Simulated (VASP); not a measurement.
Re:

```xyz
2
Lattice="2.7598 0.0000 0.0000 -1.3799 2.3901 0.0000 0.0000 0.0000 4.4572" Properties=species:S:1:pos:R:3 pbc="T T T"
Re    0.0000    1.5934    1.1143
Re    1.3799    0.7967    3.3429
```

Base run:

```yaml
Program: VASP 6.6.1
Functional: r2SCAN
Potentials_or_basis: VASP PAW PBE potentials, release 64 (Re)
Cutoff: 520 eV
k_mesh: 13 × 13 × 7
Occupations: methfessel-paxton, width 0.03 eV
Spin: no spin polarisation
```

Its results: band gap on the k mesh zero (bands 7 and 8 overlap by 2.80 eV); pressure -0.1 GPa.

Question: The run is repeated on the same cell with these changes: occupations from methfessel-paxton, width 0.03 eV to gaussian, width 1 eV. What comes out?

Answer: Band gap on the k mesh zero (bands 7 and 8 overlap by 2.80 eV); pressure 2.7 GPa.

Caveats: the PAW data sets were made with another functional, which shifts forces and pressure a little; spin-orbit coupling is left out, which moves the levels of the heavy elements; so wide a smearing shifts energies and pressures (at least some runs).
